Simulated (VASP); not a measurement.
Wanted: the native input for a VASP 6.6.1 run.

```
Task                   : single point
Functional             : PBEsol
Potentials or basis    : VASP PAW PBE potentials, release 64 (Ti_sv)
Cutoff                 : 520 eV
k mesh                 : 6 × 6 × 1
Occupations            : gaussian, width 0.1 eV
Spin                   : no spin polarisation
Dipole correction      : yes
Further INCAR settings : ALGO = Normal; EDIFF = 1e-07; NBANDS = 51
```

The structure of Ti lies in POSCAR:

```
Ti
1.0
    2.9004352002      0.0000000000      0.0000000000
   -1.4502176001      2.5118505654      0.0000000000
    0.0000000000      0.0000000000     28.7729713409
Ti
7
Direct
    0.6666666667      0.3333333333      0.2606612960
    0.3333333333      0.6666666667      0.3404408640
    0.6666666667      0.3333333333      0.4202204320
    0.3333333333      0.6666666667      0.5000000000
    0.6666666667      0.3333333333      0.5797795680
    0.3333333333      0.6666666667      0.6595591360
    0.6666666667      0.3333333333      0.7393387040
```

These files were run (other wordings do the same):

INCAR

```
PREC = Accurate
ENCUT = 520
EDIFF = 1E-7
ISMEAR = 0
SIGMA = 0.1
LREAL = False
LASPH = True
NELM = 80
ALGO = Normal
ISIF = 2
LWAVE = False
LCHARG = False
LDIPOL = True
IDIPOL = 3
DIPOL = 0.5 0.5 0.500
GGA = PS
NBANDS = 51
```

KPOINTS

```
Automatic mesh
0
Gamma
  6 6 1
```

Potentials or basis: VASP PAW PBE potentials, release 64 (Ti_sv).

Run with:

```console
$ cat potpaw_PBE.64/Ti_sv/POTCAR > POTCAR
$ mpirun -np 1 vasp_std > vasp.out
```

Results of the run:

```
Largest force          : 0.599 eV/Å
Band gap on the k mesh : zero (band 42 reaches 3.53 eV, above the bottom of band 43 at 2.53 eV)
```

Caveat: the k points lie up to 0.42 Å⁻¹ apart; the PAW data sets were made with another functional, which shifts forces and pressure a little.

It took 110 s on 1 thread of Intel(R) Xeon(R) 6975P-C (Granite Rapids), with other jobs on the host, peak memory 0.35 GiB.
